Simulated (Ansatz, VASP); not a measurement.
## Two plane-wave programs on PbO

The input POSCAR:

```
PbO
1.0
    3.9900000000      0.0000000000      0.0000000000
    0.0000000000      3.9900000000      0.0000000000
    0.0000000000      0.0000000000      5.0100000000
Pb O
2 2
Direct
    0.0000000000      0.5000000000      0.2400000000
    0.5000000000      0.0000000000      0.7600000000
    0.0000000000      0.0000000000      0.0000000000
    0.5000000000      0.5000000000      0.0000000000
```

The input INCAR.step1:

```
PREC = Accurate
ENCUT = 520
ISMEAR = 0
SIGMA = 0.01
LREAL = False
LASPH = True
NELM = 80
NBANDS = 28
GGA = PE
ALGO = Normal
EDIFF = 1E-4
LWAVE = True
LCHARG = False
```

File INCAR.step2:

```
PREC = Accurate
ENCUT = 520
EDIFF = 1E-6
ISMEAR = 0
SIGMA = 0.01
LREAL = False
LASPH = True
NELM = 80
ALGO = Normal
ISIF = 2
LWAVE = False
LCHARG = False
METAGGA = R2SCAN
LMIXTAU = True
NBANDS = 28
ISTART = 1
```

The input KPOINTS:

```
Automatic mesh
0
Gamma
  4 4 4
```

Input for Ansatz:

```yaml
crystal:
  lattice:
    - [3.99, 0.0, 0.0]
    - [0.0, 3.99, 0.0]
    - [0.0, 0.0, 5.01]
  atoms:
    - { symbol: Pb, position: [0.0, 0.5, 0.24] }
    - { symbol: Pb, position: [0.5, 0.0, 0.76] }
    - { symbol: O, position: [0.0, 0.0, 0.0] }
    - { symbol: O, position: [0.5, 0.5, 0.0] }
basis:
  ecutwfc: 639.467576780718
  xc_grid: 1
kpoints:
  mp_grid:
    grid: [4, 4, 4]
hamiltonian:
  xc: r2scan
scf:
  self_checks: high
  occupations:
    method: fixed
output:
  stress: true
```

Alike in both runs: task single point; functional r2SCAN; k mesh 4 × 4 × 4; no spin polarisation.

```csv
,VASP,Ansatz
version,VASP 6.6.1,Ansatz 0.2.0
potentials or method,"VASP PAW PBE potentials, release 64 (Pb_d, O), cutoff 520 eV","plane waves, PAW"
occupations,"gaussian, width 0.01 eV",fixed
valence electrons in the cell,40,40
```

|  | VASP | Ansatz | Ansatz less VASP |
| --- | --- | --- | --- |
| gap on the k mesh at the Fermi level (eV) | 1.46 | 1.46 | -0.001 |
| pressure (GPa) | 0.2 | -0.3 | -0.49 |
| traceless stress, the component that is largest in VASP (GPa) | -0.32 | -0.22 | +0.102 |

VASP's potentials were made for PBE, not for r2SCAN.

Spin-orbit coupling is off throughout.
